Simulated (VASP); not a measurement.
# BeTeS3 (P-62m) in VASP: single point with PBE

Aim: the single point of BeTeS3 with PBE.

All numbers are computed with VASP 6.6.1; they aren't measurements. Logs are shortened: lines on timing, memory, paths and dates and some standing lists are left out, and cuts for length are marked.

### 1 The cell of the first run

Symmetry: P-62m, No. 189, hexagonal system. The conventional cell has a = 5.092 Å, b = 5.092 Å, c = 5.588 Å, α = 90.00°, β = 90.00°, γ = 120.00°. Within 3.7 Å of Be (site symmetry -62m) lie 2 Te at 2.79 Å and 6 S at 3.54 Å. Te (site symmetry -62m) has 6 S at 2.17 to 2.92 Å and 2 Be at 2.79 Å within 3.0 Å. S (site symmetry m2m) has 2 Te at 2.17 to 2.92 Å and 4 S at 2.63 Å within 3.0 Å.

The cell was built from a structure type or drawn by symmetry, and may not be a known phase.

### 2 Single point, PBE

File INCAR:

```
PREC     = Accurate       # precision mode
ENCUT    = 520            # plane-wave cutoff, eV
EDIFF    = 1E-6           # SCF threshold, eV
ISMEAR   = 0              # smearing method
SIGMA    = 0.1            # smearing width, eV
LREAL    = F              # projectors in reciprocal space
LASPH    = T              # aspherical terms in the spheres
NELM     = 60             # most SCF steps
ALGO     = Normal         # electronic algorithm
ISIF     = 2              # what is computed and relaxed
LWAVE    = F              # write WAVECAR
LCHARG   = T              # write CHGCAR
GGA      = PE             # functional
LELF     = T              # ELF
LVHAR    = T            
NBANDS   = 21             # bands
```

File KPOINTS:

```
Automatic mesh
0
Gamma
  6 6 4
```

File POSCAR:

```
BeTeS3
1.0
    5.0923284900      0.0000000000      0.0000000000
   -2.5461642400      4.4100858400      0.0000000000
    0.0000000000      0.0000000000      5.5881974400
Be Te S
1 1 3
Direct
    0.0000000000      0.0000000000      0.5000000000
    0.0000000000      0.0000000000      0.0000000000
    0.5741019200      0.0000000000      0.0000000000
    0.0000000000      0.5741019200      0.0000000000
    0.4258980800      0.4258980800      0.0000000000
```

Potentials or basis: VASP PAW PBE potentials, release 64 (Be, Te, S).

Started as:

```
$ cat potpaw_PBE.64/Be/POTCAR potpaw_PBE.64/Te/POTCAR potpaw_PBE.64/S/POTCAR > POTCAR
$ mpirun -np 1 vasp_std > vasp.out
```

OUTCAR:

```text
PREC = Accurate
   ENCUT = 520
   EDIFF = 1E-6
   ISMEAR = 0
   LREAL = F
   LASPH = T
   NELM = 60
   ISIF = 2
   GGA = PE

 ion  position               nearest neighbor table
   1  0.000  0.000  0.500-   2 2.79   2 2.79
   2  0.000  0.000  0.000-   3 2.17   4 2.17   5 2.17   1 2.79   1 2.79   3 2.92   4 2.92   5 2.92

   3  0.574  0.000  0.000-   2 2.17   5 2.63   5 2.63   4 2.63   4 2.63   2 2.92
   4  0.000  0.574  0.000-   2 2.17   5 2.63   5 2.63   3 2.63   3 2.63   2 2.92
   5  0.426  0.426  0.000-   2 2.17   4 2.63   3 2.63   4 2.63   3 2.63   2 2.92

  LATTYP: Found a hexagonal cell.
 ALAT       =     5.0923284900
 C/A-ratio  =     1.0973756801

  Lattice vectors:

 A1 = (   5.0923284900,   0.0000000000,   0.0000000000)
 A2 = (  -2.5461642400,   4.4100858400,   0.0000000000)
 A3 = (   0.0000000000,   0.0000000000,   5.5881974400)

Analysis of symmetry for initial positions (statically):
=====================================================================
 Subroutine PRICEL returns:
 Original cell was already a primitive cell.

 Routine SETGRP: Setting up the symmetry group for a
 hexagonal supercell.

 Subroutine GETGRP returns: Found 12 space group operations
 (whereof 12 operations were pure point group operations)
 out of a pool of 24 trial point group operations.

The static configuration has the point symmetry D_3h.

Analysis of symmetry for dynamics (positions and initial velocities):
=====================================================================
 Subroutine PRICEL returns:
 Original cell was already a primitive cell.

 Routine SETGRP: Setting up the symmetry group for a
 hexagonal supercell.

 Subroutine GETGRP returns: Found 12 space group operations
 (whereof 12 operations were pure point group operations)
 out of a pool of 24 trial point group operations.

The dynamic configuration has the point symmetry D_3h.

 Subroutine INISYM returns: Found 12 space group operations
 (whereof 12 operations are pure point group operations),
 and found     1 'primitive' translations

----------------------------------------------------------------------------------------

                                     Primitive cell

  volume of cell :     125.4975

  direct lattice vectors                    reciprocal lattice vectors
     5.092328490  0.000000000  0.000000000     0.196373820  0.113376478  0.000000000
    -2.546164240  4.410085840  0.000000000     0.000000000  0.226752956  0.000000000
     0.000000000  0.000000000  5.588197440     0.000000000  0.000000000  0.178948581

  length of vectors
     5.092328490  5.092328490  5.588197440     0.226752956  0.226752956  0.178948581

  position of ions in fractional coordinates (direct lattice)
     0.000000000  0.000000000  0.500000000
     0.000000000  0.000000000  0.000000000
     0.574101920  0.000000000  0.000000000
     0.000000000  0.574101920  0.000000000
     0.425898080  0.425898080  0.000000000

  ion indices of the primitive-cell ions
   primitive index   ion index
                 1           1
                 2           2
                 3           3
                 4           4
                 5           5

----------------------------------------------------------------------------------------

 KPOINTS: Automatic mesh

Automatic generation of k-mesh.
 Grid dimensions read from file:
 generate k-points for:    6    6    4

 Generating k-lattice:

  Cartesian coordinates                     Fractional coordinates (reciprocal lattice)
     0.032728970  0.018896080  0.000000000     0.166666667  0.000000000  0.000000000
     0.000000000  0.037792159  0.000000000     0.000000000  0.166666667  0.000000000
     0.000000000  0.000000000  0.044737145     0.000000000  0.000000000  0.250000000

  Length of vectors
     0.037792159  0.037792159  0.044737145

  Shift w.r.t. Gamma in fractional coordinates (k-lattice)
     0.000000000  0.000000000  0.000000000

 Subroutine IBZKPT returns following result:
 ===========================================

 Found     21 irreducible k-points:

 Following reciprocal coordinates:
            Coordinates               Weight
  0.000000  0.000000  0.000000      1.000000
  0.166667  0.000000  0.000000      6.000000
  0.333333  0.000000  0.000000      6.000000
  0.500000  0.000000  0.000000      3.000000
  0.166667  0.166667  0.000000      6.000000
  0.333333  0.166667  0.000000     12.000000
[... 13 lines left out ...]
  0.333333  0.166667  0.500000     12.000000
  0.333333  0.333333  0.500000      2.000000
   k-points           NKPTS =     21   k-points in BZ     NKDIM =     21   number of bands    NBANDS=     21
   number of dos      NEDOS =    301   number of ions     NIONS =      5
   total plane-waves  NPLWV =  67200
   dimension x,y,z NGX =    40 NGY =   40 NGZ =   42
   dimension x,y,z NGXF=    80 NGYF=   80 NGZF=   84
   ions per type =               1   1   3
   NGX,Y,Z   is equivalent  to a cutoff of  13.06, 13.06, 12.49 a.u.
   NGXF,Y,Z  is equivalent  to a cutoff of  26.12, 26.12, 24.99 a.u.
 SYSTEM =  unknown system
   PREC   = accura    normal or accurate (medium, high low for compatibility)
   ISTART =      0    job   : 0-new  1-cont  2-samecut
   ICHARG =      2    charge: 1-file 2-atom 10-const
   ISPIN  =      1    spin polarized calculation?
   LNONCOLLINEAR =      F non collinear calculations
   LSORBIT =      F    spin-orbit coupling
   LASPH  =      T    aspherical Exc in radial PAW
   ENCUT  =  520.0 eV  38.22 Ry    6.18 a.u.   9.47  9.47 10.39*2*pi/ulx,y,z
   NELM   =     60;   NELMIN=  2; NELMDL= -5     # of ELM steps
   EDIFF  = 0.1E-05   stopping-criterion for ELM
   LREAL  =      F    real-space projection
   EDIFFG = 0.1E-04   stopping-criterion for IOM
   NSW    =      0    number of steps for IOM
   IBRION =     -1    ionic relax: 0-MD 1-quasi-New 2-CG
   NFREE  =      0    steps in history (QN), initial steepest desc. (CG)
   ISIF   =      2    stress and relaxation
   ISYM   =      2    0-nonsym 1-usesym 2-fastsym
   POTIM  = 0.5000    time-step for ionic-motion
   TEBEG  =    0.0;   TEEND  =   0.0 temperature during run
   PSTRESS=    0.0 pullay stress
   NELECT =      26.0000    total number of electrons
   NUPDOWN=      -1.0000    fix difference up-down
   EMIN   =  10.00;   EMAX   =-10.00  energy-range for DOS
   EFERMI =   0.00;   METHOD = LEGACY
   ISMEAR =     0;   SIGMA  =   0.10  broadening in eV -4-tet -1-fermi 0-gaus
   EFERMI_NEDOS =   21; number of points for ismear=-14 and -15
   IALGO  =     38    algorithm
   IMIX   =      4    mixing-type and parameters
     AMIX     =   0.40;   BMIX     =  1.00
     AMIX_MAG =   1.60;   BMIX_MAG =  1.00
  volume/ion in A,a.u.               =      25.10       169.38
  Fermi-wavevector in a.u.,A,eV,Ry     =   0.968696  1.830570 12.767328  0.938372
  Thomas-Fermi vector in A             =   2.098687
   LORBIT       =      0    0 simple, 1 ext, 2 COOP (PROOUT), +10 PAW based schemes
   GGA     = PE    functional components
   LHFCALC =     F    Hartree Fock is set to
   AEXX    =    0.0000 exact exchange contribution
   IVDW    =     0    specifies the selected vdW correction
   LEPSILON=     F    determine dielectric tensor
   LRPA    =     F    only Hartree local field effects (RPA)
 non-spin polarized calculation
 Gauss-broadening in eV      SIGMA  =   0.10
  energy-cutoff  :      520.00
  volume of cell :      125.50
 maximum number of plane-waves:      3408
 NGX is ok and might be reduce to    40
   NGX = 19   NGY = 19   NGZ = 21

 number of electron      26.0000005 magnetization

 Free energy of the ion-electron system (eV)
  ---------------------------------------------------
  ext. energy  EPLUGINS =         0.00000000
  ---------------------------------------------------
  free energy    TOTEN  =       -11.10941688 eV

  energy without entropy =      -11.08727144  energy(sigma->0) =      -11.09834416

 E-fermi :   3.8172     XC(G=0):  -8.1788

 val. band max:        3.7996092657   @ k =   0.3333   0.1667   0.0000
 cond. band min:       3.8291532466   @ k =   0.3333   0.3333   0.0000
 fundamental gap:      0.0295439808
 Fermi energy:         3.8171558617

 k-point     1 :       0.0000    0.0000    0.0000
  band No.  band energies     occupation
      1     -13.7046      2.00000
      2      -8.7093      2.00000
      3      -8.7093      2.00000
      4      -6.3256      2.00000
      5      -4.1700      2.00000
      6      -4.1700      2.00000
[... 13 lines left out ...]
     20      10.0171      0.00000
     21      10.0978      0.00000

 k-point     2 :       0.1667    0.0000    0.0000
  band No.  band energies     occupation
      1     -13.5245      2.00000
      2      -9.3436      2.00000
      3      -9.0003      2.00000
      4      -6.3166      2.00000
      5      -4.1627      2.00000
      6      -3.2001      2.00000
[... 13 lines left out ...]
     20       9.4413      0.00000
     21      10.1765      0.00000

 k-point     3 :       0.3333    0.0000    0.0000
  band No.  band energies     occupation
      1     -13.0128      2.00000
      2     -10.5846      2.00000
      3      -9.3879      2.00000
      4      -6.3981      2.00000
      5      -3.2690      2.00000
      6      -1.7925      2.00000
[... 13 lines left out ...]
     20       9.6461      0.00000
     21      10.3084      0.00000

 k-point     4 :       0.5000    0.0000    0.0000
  band No.  band energies     occupation
      1     -12.5078      2.00000
      2     -11.3842      2.00000
      3      -9.5378      2.00000
      4      -6.4801      2.00000
      5      -2.1324      2.00000
      6      -1.4446      2.00000
[... 13 lines left out ...]
     20       9.5814      0.00000
     21      10.3401      0.00000

 k-point     5 :       0.1667    0.1667    0.0000
  band No.  band energies     occupation
      1     -13.1760      2.00000
      2     -10.0459      2.00000
      3      -9.6297      2.00000
      4      -6.0109      2.00000
      5      -4.0412      2.00000
      6      -1.9234      2.00000
[... 13 lines left out ...]
     20       9.7291      0.00000
     21      10.0337      0.00000

 k-point     6 :       0.3333    0.1667    0.0000
  band No.  band energies     occupation
      1     -12.5810      2.00000
      2     -11.0248      2.00000
      3     -10.0620      2.00000
      4      -5.7895      2.00000
      5      -3.0899      2.00000
      6      -1.4737      2.00000
[... 13 lines left out ...]
     20       9.6286      0.00000
     21      10.5554      0.00000

 k-point     7 :       0.3333    0.3333    0.0000
  band No.  band energies     occupation
      1     -12.2550      2.00000
      2     -10.8959      2.00000
      3     -10.8959      2.00000
      4      -5.0944      2.00000
      5      -2.5807      2.00000
      6      -2.5807      2.00000
[... 13 lines left out ...]
     20      10.5226      0.00000
     21      10.5227      0.00000
[... 219 lines left out ...]
      1     -13.0070      2.00000
      2     -10.5796      2.00000
      3      -9.3836      2.00000
      4      -6.3915      2.00000
      5      -3.2595      2.00000
      6      -2.2040      2.00000
[... 13 lines left out ...]
     20       9.5443      0.00000
     21      10.0339      0.00000

 k-point    18 :       0.5000    0.0000    0.5000
  band No.  band energies     occupation
      1     -12.5021      2.00000
      2     -11.3791      2.00000
      3      -9.5335      2.00000
      4      -6.4732      2.00000
      5      -2.1196      2.00000
      6      -1.8793      2.00000
[... 13 lines left out ...]
     20       9.3998      0.00000
     21      10.4902      0.00000

 k-point    19 :       0.1667    0.1667    0.5000
  band No.  band energies     occupation
      1     -13.1702      2.00000
      2     -10.0411      2.00000
      3      -9.6252      2.00000
      4      -6.0050      2.00000
      5      -4.0320      2.00000
      6      -2.3294      2.00000
[... 13 lines left out ...]
     20       9.5857      0.00000
     21       9.7770      0.00000

 k-point    20 :       0.3333    0.1667    0.5000
  band No.  band energies     occupation
      1     -12.5753      2.00000
      2     -11.0197      2.00000
      3     -10.0573      2.00000
      4      -5.7831      2.00000
      5      -3.0806      2.00000
      6      -1.9041      2.00000
[... 13 lines left out ...]
     20       8.2751      0.00000
     21      10.0026      0.00000

 k-point    21 :       0.3333    0.3333    0.5000
  band No.  band energies     occupation
      1     -12.2492      2.00000
      2     -10.8909      2.00000
      3     -10.8909      2.00000
      4      -5.0880      2.00000
      5      -2.5725      2.00000
      6      -2.5725      2.00000
[... 13 lines left out ...]
     20       6.8954      0.00000
     21      10.3102      0.00000

------------------------ aborting loop because EDIFF is reached ----------------------------------------

  FORCE on cell =-STRESS in cart. coord.  units (eV):
  Direction    XX          YY          ZZ          XY          YZ          ZX
  --------------------------------------------------------------------------------------
  -------------------------------------------------------------------------------------
  Total       24.2440478     24.2440478     -3.5250760      0.0000000     -0.0000000      0.0000000
  in kB      309.5141569    309.5141574    -45.0032497      0.0000004     -0.0000000      0.0000000
  external PRESSURE =     191.3416882 kB  Pullay stress =       0.0000000 kB

 VOLUME and BASIS-vectors are now :
 -----------------------------------------------------------------------------
  energy-cutoff  :      520.00
  volume of cell :      125.50
      direct lattice vectors                 reciprocal lattice vectors
     5.092328490  0.000000000  0.000000000     0.196373820  0.113376478  0.000000000
    -2.546164240  4.410085840  0.000000000     0.000000000  0.226752956  0.000000000
     0.000000000  0.000000000  5.588197440     0.000000000  0.000000000  0.178948581

 POSITION                                       TOTAL-FORCE (eV/Angst)
 -----------------------------------------------------------------------------------
      0.00000      0.00000      2.79410        -0.000000      0.000000      0.000000
      0.00000      0.00000      0.00000        -0.000000      0.000000      0.000000
      2.92352      0.00000      0.00000        -3.899617      0.000000      0.000000
     -1.46176      2.53184      0.00000         1.949808     -3.377167      0.000000
      1.08441      1.87825      0.00000         1.949808      3.377167     -0.000000
 -----------------------------------------------------------------------------------
    total drift:                                0.000000      0.000000     -0.000000

  FREE ENERGIE OF THE ION-ELECTRON SYSTEM (eV)
  ---------------------------------------------------
  free  energy   TOTEN  =       -11.1094168809 eV

  energy  without entropy=      -11.0872714441  energy(sigma->0) =      -11.09834416
```

Wall time 1.7 min (1 thread of Intel Xeon 8259CL, shared host); peak memory 0.26 GiB.

Results:

| Quantity | Value |
| --- | --- |
| Free energy | -11.1094 eV |
| Pressure | 19.1 GPa |
| Largest force | 3.900 eV/Å |
| Band gap on the k mesh | zero (bands 13 and 14 overlap by 2.17 eV) |

Forces in eV/Å, atoms in the order of the input:
```
Be   0.000  0.000  0.000
Te   0.000  0.000  0.000
S   -3.900  0.000  0.000
S    1.950 -3.377  0.000
S    1.950  3.377  0.000
```

Stress tensor (GPa, compression positive):
```
30.95  0.00  0.00
 0.00 30.95  0.00
 0.00  0.00 -4.50
```

Levels at points of the mesh, in eV from the Fermi level:
```tsv
k point	band 9	band 10	band 11	band 12	band 13	band 14	band 15	band 16	band 17	band 18
(0.00, 0.00, 0.00)	-1.99	-1.41	-1.41	-0.91	1.85	1.93	1.93	2.94	2.94	4.95
(0.50, 0.00, 0.00)	-3.62	-2.06	-1.58	-1.48	-1.45	-0.32	0.82	1.38	2.61	4.41
(0.00, 0.00, 0.50)	-1.54	-1.54	-1.41	0.72	1.50	1.93	1.93	2.36	2.36	2.96
(0.50, 0.00, 0.50)	-3.72	-2.25	-1.55	-1.45	-0.78	0.09	1.92	2.60	2.82	3.06
```

Caveat: the cell stands under pressure; spin-orbit coupling is left out, which moves the levels of the heavy elements; forces of over 1 eV/Å act on the atoms, so gaps and moduli don't describe the material at rest.
